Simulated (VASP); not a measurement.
# Cs3K4Cl (Pm-3m) in VASP: single point with PBE

Aim: the single point of Cs3K4Cl with PBE.

Everything below comes from runs of VASP 6.6.1. Logs are shortened: lines on timing, memory, paths and dates and some standing lists are left out, and cuts for length are marked.

**1. The cell of the first run**

It takes space group Pm-3m (No. 221, cubic). Conventional cell: a = 6.995 Å, b = 6.995 Å, c = 6.995 Å, α = 90.00°, β = 90.00°, γ = 90.00°. Within 4.6 Å of K (site symmetry m-3m) lie 6 Cs at 3.50 Å. Within 4.6 Å of K (site symmetry 4/mmm) lie 4 Cs at 3.50 Å and 2 Cl at 3.50 Å. Within 4.6 Å of Cs (site symmetry 4/mmm) lie 6 K at 3.50 Å. Cl (site symmetry m-3m) has 6 K at 3.50 Å within 4.6 Å.

**2. Single point, PBE**

The input, INCAR:

```
SYSTEM = Cs3K4Cl
PREC     = Accurate       ! precision mode
ENCUT    = 520            ! plane-wave cutoff, eV
EDIFF    = 1E-6           ! SCF threshold, eV
ISMEAR   = -1             ! smearing method
SIGMA    = 0.1            ! smearing width, eV
LREAL    = .False.        ! projectors in reciprocal space
LASPH    = .True.         ! aspherical terms in the spheres
NELM     = 60             ! most SCF steps
ALGO     = Normal         ! electronic algorithm
ISIF     = 2              ! what is computed and relaxed
LWAVE    = .False.        ! write WAVECAR
LCHARG   = .True.         ! write CHGCAR
GGA      = PE             ! functional
LELF     = .True.         ! ELF
LVHAR    = .True.       
NBANDS   = 45             ! bands
```

The input, KPOINTS:

```
Automatic mesh
0
Gamma
  5 5 5
  0 0 0
```

The input, POSCAR:

```
Cs3K4Cl
1.0
    6.9946240000      0.0000000000      0.0000000000
    0.0000000000      6.9946240000      0.0000000000
    0.0000000000      0.0000000000      6.9946240000
K Cs Cl
4 3 1
Direct
    0.0000000000      0.0000000000      0.0000000000
    0.5000000000      0.5000000000      0.0000000000
    0.5000000000      0.0000000000      0.5000000000
    0.0000000000      0.5000000000      0.5000000000
    0.0000000000      0.5000000000      0.0000000000
    0.0000000000      0.0000000000      0.5000000000
    0.5000000000      0.0000000000      0.0000000000
    0.5000000000      0.5000000000      0.5000000000
```

Potentials or basis: VASP PAW PBE potentials, release 64 (K_sv, Cs_sv, Cl).

Launch:

```console
cat potpaw_PBE.64/K_sv/POTCAR potpaw_PBE.64/Cs_sv/POTCAR potpaw_PBE.64/Cl/POTCAR > POTCAR
mpirun -np 1 vasp_std > vasp.out
```

OUTCAR:

```text
SYSTEM = Cs3K4Cl
   PREC = Accurate
   ENCUT = 520
   EDIFF = 1E-6
   ISMEAR = -1
   LREAL = .False.
   LASPH = .True.
   NELM = 60
   ISIF = 2
   GGA = PE

 ion  position               nearest neighbor table
   1  0.000  0.000  0.000-
   2  0.500  0.500  0.000-
   3  0.500  0.000  0.500-
   4  0.000  0.500  0.500-
   5  0.000  0.500  0.000-
   6  0.000  0.000  0.500-
   7  0.500  0.000  0.000-
   8  0.500  0.500  0.500-

  LATTYP: Found a simple cubic cell.
 ALAT       =     6.9946240000

  Lattice vectors:

 A1 = (   6.9946240000,   0.0000000000,   0.0000000000)
 A2 = (   0.0000000000,   6.9946240000,   0.0000000000)
 A3 = (   0.0000000000,   0.0000000000,   6.9946240000)

Analysis of symmetry for initial positions (statically):
=====================================================================
 Subroutine PRICEL returns:
 Original cell was already a primitive cell.

 Routine SETGRP: Setting up the symmetry group for a
 simple cubic supercell.

 Subroutine GETGRP returns: Found 48 space group operations
 (whereof 48 operations were pure point group operations)
 out of a pool of 48 trial point group operations.

The static configuration has the point symmetry O_h .

Analysis of symmetry for dynamics (positions and initial velocities):
=====================================================================
 Subroutine PRICEL returns:
 Original cell was already a primitive cell.

 Routine SETGRP: Setting up the symmetry group for a
 simple cubic supercell.

 Subroutine GETGRP returns: Found 48 space group operations
 (whereof 48 operations were pure point group operations)
 out of a pool of 48 trial point group operations.

The dynamic configuration has the point symmetry O_h .

 Subroutine INISYM returns: Found 48 space group operations
 (whereof 48 operations are pure point group operations),
 and found     1 'primitive' translations

----------------------------------------------------------------------------------------

                                     Primitive cell

  volume of cell :     342.2103

  direct lattice vectors                    reciprocal lattice vectors
     6.994624000  0.000000000  0.000000000     0.142966941  0.000000000  0.000000000
     0.000000000  6.994624000  0.000000000     0.000000000  0.142966941  0.000000000
     0.000000000  0.000000000  6.994624000     0.000000000  0.000000000  0.142966941

  length of vectors
     6.994624000  6.994624000  6.994624000     0.142966941  0.142966941  0.142966941

  position of ions in fractional coordinates (direct lattice)
     0.000000000  0.000000000  0.000000000
     0.500000000  0.500000000  0.000000000
     0.500000000  0.000000000  0.500000000
     0.000000000  0.500000000  0.500000000
     0.000000000  0.500000000  0.000000000
     0.000000000  0.000000000  0.500000000
     0.500000000  0.000000000  0.000000000
     0.500000000  0.500000000  0.500000000

  ion indices of the primitive-cell ions
   primitive index   ion index
                 1           1
                 2           2
                 3           3
                 4           4
                 5           5
                 6           6
                 7           7
                 8           8

----------------------------------------------------------------------------------------

 KPOINTS: Automatic mesh

Automatic generation of k-mesh.
 Grid dimensions read from file:
 generate k-points for:    5    5    5

 Generating k-lattice:

  Cartesian coordinates                     Fractional coordinates (reciprocal lattice)
     0.028593388  0.000000000  0.000000000     0.200000000  0.000000000  0.000000000
     0.000000000  0.028593388  0.000000000     0.000000000  0.200000000  0.000000000
     0.000000000  0.000000000  0.028593388     0.000000000  0.000000000  0.200000000

  Length of vectors
     0.028593388  0.028593388  0.028593388

  Shift w.r.t. Gamma in fractional coordinates (k-lattice)
     0.000000000  0.000000000  0.000000000

 Subroutine IBZKPT returns following result:
 ===========================================

 Found     10 irreducible k-points:

 Following reciprocal coordinates:
            Coordinates               Weight
  0.000000  0.000000  0.000000      1.000000
  0.200000  0.000000  0.000000      6.000000
  0.400000  0.000000  0.000000      6.000000
  0.200000  0.200000  0.000000     12.000000
  0.400000  0.200000  0.000000     24.000000
  0.400000  0.400000  0.000000     12.000000
  0.200000  0.200000  0.200000      8.000000
  0.400000  0.200000  0.200000     24.000000
  0.400000  0.400000  0.200000     24.000000
  0.400000  0.400000  0.400000      8.000000
   k-points           NKPTS =     10   k-points in BZ     NKDIM =     10   number of bands    NBANDS=     45
   number of dos      NEDOS =    301   number of ions     NIONS =      8
   total plane-waves  NPLWV = 157464
   dimension x,y,z NGX =    54 NGY =   54 NGZ =   54
   dimension x,y,z NGXF=   108 NGYF=  108 NGZF=  108
   ions per type =               4   3   1
   NGX,Y,Z   is equivalent  to a cutoff of  12.83, 12.83, 12.83 a.u.
   NGXF,Y,Z  is equivalent  to a cutoff of  25.67, 25.67, 25.67 a.u.
 SYSTEM =  Cs3K4Cl
   PREC   = accura    normal or accurate (medium, high low for compatibility)
   ISTART =      0    job   : 0-new  1-cont  2-samecut
   ICHARG =      2    charge: 1-file 2-atom 10-const
   ISPIN  =      1    spin polarized calculation?
   LNONCOLLINEAR =      F non collinear calculations
   LSORBIT =      F    spin-orbit coupling
   LASPH  =      T    aspherical Exc in radial PAW
   ENCUT  =  520.0 eV  38.22 Ry    6.18 a.u.  13.01 13.01 13.01*2*pi/ulx,y,z
   NELM   =     60;   NELMIN=  2; NELMDL= -5     # of ELM steps
   EDIFF  = 0.1E-05   stopping-criterion for ELM
   LREAL  =      F    real-space projection
   EDIFFG = 0.1E-04   stopping-criterion for IOM
   NSW    =      0    number of steps for IOM
   IBRION =     -1    ionic relax: 0-MD 1-quasi-New 2-CG
   NFREE  =      0    steps in history (QN), initial steepest desc. (CG)
   ISIF   =      2    stress and relaxation
   ISYM   =      2    0-nonsym 1-usesym 2-fastsym
   POTIM  = 0.5000    time-step for ionic-motion
   TEBEG  =    0.0;   TEEND  =   0.0 temperature during run
   PSTRESS=    0.0 pullay stress
   NELECT =      70.0000    total number of electrons
   NUPDOWN=      -1.0000    fix difference up-down
   EMIN   =  10.00;   EMAX   =-10.00  energy-range for DOS
   EFERMI =   0.00;   METHOD = LEGACY
   ISMEAR =    -1;   SIGMA  =   0.10  broadening in eV -4-tet -1-fermi 0-gaus
   EFERMI_NEDOS =   21; number of points for ismear=-14 and -15
   IALGO  =     38    algorithm
   IMIX   =      4    mixing-type and parameters
     AMIX     =   0.40;   BMIX     =  1.00
     AMIX_MAG =   1.60;   BMIX_MAG =  1.00
  volume/ion in A,a.u.               =      42.78       288.67
  Fermi-wavevector in a.u.,A,eV,Ry     =   0.964591  1.822812 12.659344  0.930436
  Thomas-Fermi vector in A             =   2.094235
   LORBIT       =      0    0 simple, 1 ext, 2 COOP (PROOUT), +10 PAW based schemes
   GGA     = PE    functional components
   LHFCALC =     F    Hartree Fock is set to
   AEXX    =    0.0000 exact exchange contribution
   IVDW    =     0    specifies the selected vdW correction
   LEPSILON=     F    determine dielectric tensor
   LRPA    =     F    only Hartree local field effects (RPA)
 non-spin polarized calculation
  energy-cutoff  :      520.00
  volume of cell :      342.21
 maximum number of plane-waves:      9258
 NGX is ok and might be reduce to    54
   NGX = 27   NGY = 27   NGZ = 27

 number of electron      70.0000006 magnetization

 Free energy of the ion-electron system (eV)
  ---------------------------------------------------
  ext. energy  EPLUGINS =         0.00000000
  ---------------------------------------------------
  free energy    TOTEN  =        -6.47710115 eV

  energy without entropy =       -6.19872829  energy(sigma->0) =       -6.33791472

 E-fermi :   2.6760     XC(G=0):  -7.6100

 val. band max:        2.6531535106   @ k =   0.4000   0.4000   0.0000
 cond. band min:       2.7110117556   @ k =   0.2000   0.0000   0.0000
 fundamental gap:      0.0578582451
 Fermi energy:         2.6759984773

 k-point     1 :       0.0000    0.0000    0.0000
  band No.  band energies     occupation
      1     -30.0073      2.00000
      2     -30.0047      2.00000
      3     -30.0047      2.00000
      4     -29.7145      2.00000
      5     -21.3062      2.00000
      6     -21.2857      2.00000
[... 37 lines left out ...]
     44       4.5562      0.00000
     45       4.5799      0.00000

 k-point     2 :       0.2000    0.0000    0.0000
  band No.  band energies     occupation
      1     -30.0071      2.00000
      2     -30.0049      2.00000
      3     -30.0046      2.00000
      4     -29.7145      2.00000
      5     -21.3056      2.00000
      6     -21.2886      2.00000
[... 37 lines left out ...]
     44       4.4198      0.00000
     45       4.4508      0.00000

 k-point     3 :       0.4000    0.0000    0.0000
  band No.  band energies     occupation
      1     -30.0065      2.00000
      2     -30.0054      2.00000
      3     -30.0046      2.00000
      4     -29.7144      2.00000
      5     -21.3035      2.00000
      6     -21.2943      2.00000
[... 37 lines left out ...]
     44       4.6633      0.00000
     45       4.7764      0.00000

 k-point     4 :       0.2000    0.2000    0.0000
  band No.  band energies     occupation
      1     -30.0068      2.00000
      2     -30.0049      2.00000
      3     -30.0047      2.00000
      4     -29.7145      2.00000
      5     -21.3052      2.00000
      6     -21.2903      2.00000
[... 37 lines left out ...]
     44       4.2957      0.00000
     45       4.4827      0.00000

 k-point     5 :       0.4000    0.2000    0.0000
  band No.  band energies     occupation
      1     -30.0063      2.00000
      2     -30.0053      2.00000
      3     -30.0047      2.00000
      4     -29.7144      2.00000
      5     -21.3033      2.00000
      6     -21.2955      2.00000
[... 37 lines left out ...]
     44       4.7365      0.00000
     45       4.7402      0.00000

 k-point     6 :       0.4000    0.4000    0.0000
  band No.  band energies     occupation
      1     -30.0058      2.00000
      2     -30.0054      2.00000
      3     -30.0050      2.00000
      4     -29.7143      2.00000
      5     -21.3018      2.00000
      6     -21.2978      2.00000
[... 37 lines left out ...]
     44       4.8208      0.00000
     45       5.0900      0.00000

 k-point     7 :       0.2000    0.2000    0.2000
  band No.  band energies     occupation
      1     -30.0066      2.00000
      2     -30.0049      2.00000
      3     -30.0049      2.00000
      4     -29.7144      2.00000
      5     -21.3049      2.00000
      6     -21.2915      2.00000
[... 37 lines left out ...]
     44       4.4451      0.00000
     45       4.4756      0.00000

 k-point     8 :       0.4000    0.2000    0.2000
  band No.  band energies     occupation
      1     -30.0061      2.00000
      2     -30.0053      2.00000
      3     -30.0048      2.00000
      4     -29.7144      2.00000
      5     -21.3033      2.00000
      6     -21.2967      2.00000
[... 37 lines left out ...]
     44       4.7712      0.00000
     45       4.7830      0.00000

 k-point     9 :       0.4000    0.4000    0.2000
  band No.  band energies     occupation
      1     -30.0057      2.00000
      2     -30.0053      2.00000
      3     -30.0051      2.00000
      4     -29.7143      2.00000
      5     -21.3024      2.00000
      6     -21.2989      2.00000
[... 37 lines left out ...]
     44       4.7964      0.00000
     45       5.0758      0.00000

 k-point    10 :       0.4000    0.4000    0.4000
  band No.  band energies     occupation
      1     -30.0055      2.00000
      2     -30.0053      2.00000
      3     -30.0053      2.00000
      4     -29.7142      2.00000
      5     -21.3028      2.00000
      6     -21.3008      2.00000
[... 37 lines left out ...]
     44       5.0852      0.00000
     45       5.2497      0.00000

------------------------ aborting loop because EDIFF is reached ----------------------------------------

  FORCE on cell =-STRESS in cart. coord.  units (eV):
  Direction    XX          YY          ZZ          XY          YZ          ZX
  --------------------------------------------------------------------------------------
  -------------------------------------------------------------------------------------
  Total        9.0410958      9.0410958      9.0410958     -0.0000000      0.0000000     -0.0000000
  in kB       42.3290510     42.3290510     42.3290510     -0.0000000      0.0000000     -0.0000000
  external PRESSURE =      42.3290510 kB  Pullay stress =       0.0000000 kB

 VOLUME and BASIS-vectors are now :
 -----------------------------------------------------------------------------
  energy-cutoff  :      520.00
  volume of cell :      342.21
      direct lattice vectors                 reciprocal lattice vectors
     6.994624000  0.000000000  0.000000000     0.142966941  0.000000000  0.000000000
     0.000000000  6.994624000  0.000000000     0.000000000  0.142966941  0.000000000
     0.000000000  0.000000000  6.994624000     0.000000000  0.000000000  0.142966941

 POSITION                                       TOTAL-FORCE (eV/Angst)
 -----------------------------------------------------------------------------------
      0.00000      0.00000      0.00000         0.000000      0.000000      0.000000
      3.49731      3.49731      0.00000         0.000000      0.000000      0.000000
      3.49731      0.00000      3.49731         0.000000      0.000000      0.000000
      0.00000      3.49731      3.49731         0.000000      0.000000      0.000000
      0.00000      3.49731      0.00000         0.000000      0.000000      0.000000
      0.00000      0.00000      3.49731         0.000000      0.000000      0.000000
      3.49731      0.00000      0.00000         0.000000      0.000000      0.000000
      3.49731      3.49731      3.49731         0.000000      0.000000      0.000000
 -----------------------------------------------------------------------------------
    total drift:                                0.000000     -0.000000      0.000000

  FREE ENERGIE OF THE ION-ELECTRON SYSTEM (eV)
  ---------------------------------------------------
  free  energy   TOTEN  =        -6.4771011532 eV

  energy  without entropy=       -6.1987282949  energy(sigma->0) =       -6.33791472
```

Run time: 4.7 min. Hardware: 1 thread of Oxide Virtual Turin-like, shared host; peak memory 0.43 GiB.

Results:

```yaml
Free_energy: -6.4771 eV
Pressure: 4.2 GPa
Band_gap_on_the_k_mesh: zero (band 35 reaches 2.74 eV, above the bottom of band 36 at 2.19 eV)
```

Levels at points of the mesh, in eV from the Fermi level:
```tsv
k point	band 33	band 34	band 35	band 36	band 37	band 38
(0.00, 0.00, 0.00)	-2.17	-0.49	-0.49	-0.49	0.23	0.23
```

Caveat: spin-orbit coupling is left out, which moves the levels of the heavy elements.
